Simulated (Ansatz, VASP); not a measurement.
# MgO in VASP and in Ansatz

```xyz
2
Lattice="0.0000 2.2907 2.2907 2.2907 0.0000 2.2907 2.2907 2.2907 0.0000" Properties=species:S:1:pos:R:3 pbc="T T T"
Mg    0.0000    0.0000    0.0000
O     1.1453    1.1453    1.1453
```

Change from the starting cell: hydrostatic strain +0.4%.

Alike in both runs: task single point; functional PBE; k mesh 10 × 10 × 10; occupations fermi-dirac, width 0.02 eV; no spin polarisation.

```csv
,VASP,Ansatz
version,VASP 6.6.1,Ansatz 0.2.0
potentials or method,"VASP PAW PBE potentials, release 64 (Mg, O)","plane waves, PAW"
plane-wave cutoff (eV),600,420
valence electrons in the cell,8,16
```

|  | VASP | Ansatz | Ansatz less VASP |
| --- | --- | --- | --- |
| gap on the k mesh at the Fermi level (eV) | 3.58 | 3.59 | +0.014 |
| pressure (GPa) | 1.8 | 2.4 | +0.58 |

VASP's potentials hold 8 valence electrons a cell and Ansatz's 16, so a difference there can come from the potentials and not from the codes.
